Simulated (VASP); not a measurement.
A run of VASP 6.6.1 is set up as follows.

INCAR

```
PREC = Accurate ; ENCUT = 520
EDIFF = 1E-6 ; ISMEAR = -1
SIGMA = 0.05 ; LREAL = False
LASPH = True ; NELM = 60
ALGO = Normal ; ISIF = 2
LWAVE = False ; LCHARG = True
GGA = PE ; LELF = True
LVHAR = True ; NBANDS = 10
```

Contents of KPOINTS:

```
regular mesh
0
Gamma
  7 7 7
```

POSCAR

```
Al
1.0
    0.0000000000      2.9177570159      2.9177570159
    2.9177570159      0.0000000000      2.9177570159
    2.9177570159      2.9177570159      0.0000000000
Al
2
Direct
    0.0000000000      0.0000000000      0.0000000000
    0.2500000000      0.2500000000      0.2500000000
```

Potentials or basis: VASP PAW PBE potentials, release 64 (Al).

Run with:

```console
$ cat potpaw_PBE.64/Al/POTCAR > POTCAR
$ mpirun -np 1 vasp_std > vasp.out
```

**Question.** Predict the pressure.

**Answer.** 5.0 GPa.

**Question.** What does it give for the band gap on the k mesh?

**Answer.** Zero (band 3 reaches 5.80 eV, above the bottom of band 4 at 2.59 eV).
